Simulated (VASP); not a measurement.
BaH2Au2:

```
Ba Au H
1.0
     4.94655    0.00000    0.00000
    -2.47328    4.28384    0.00000
     0.00000    0.00000    3.98808
Ba Au H
1 2 2
Direct
  0.00000 0.00000 0.00000
  0.33333 0.66667 0.50000
  0.66667 0.33333 0.50000
  0.33333 0.66667 0.00000
  0.66667 0.33333 0.00000
```

- Program: VASP 6.6.1
- Task: relaxation of cell and atoms
- Functional: r2SCAN
- Potentials or basis: VASP PAW PBE potentials, release 64 (Ba_sv, Au, H)
- Cutoff: 600 eV
- k mesh: 6 × 6 × 8
- Occupations: gaussian, width 0.1 eV
- Spin: no spin polarisation

At the start: pressure 0.3 GPa; volume 16.90 Å³/atom.

Problem. Where does the relaxation end?

Solution. Over 3 steps the energy falls by 5.8 meV/atom and the volume is 17.00 Å³/atom (+0.6 %); space group P6/mmm (No. 191, to 0.05 Å).

Step by step:
```csv
step,energy change (eV),largest force (eV/Å),pressure (GPa),volume (Å³)
1,0.0000,0.0000,0.26,84.51
2,-0.0244,0.0000,0.05,84.83
3,-0.0290,0.0000,-0.03,85.01
```

Final structure:
```
Ba Au H
1.0
     5.01767    0.00000    0.00000
    -2.50883    4.34543    0.00000
     0.00000    0.00000    3.89907
Ba Au H
1 2 2
Direct
  0.00000 0.00000 0.00000
  0.33333 0.66667 0.50000
  0.66667 0.33333 0.50000
  0.33333 0.66667 0.00000
  0.66667 0.33333 0.00000
```

Caveat: the PAW data sets were made with another functional, which shifts forces and pressure a little.
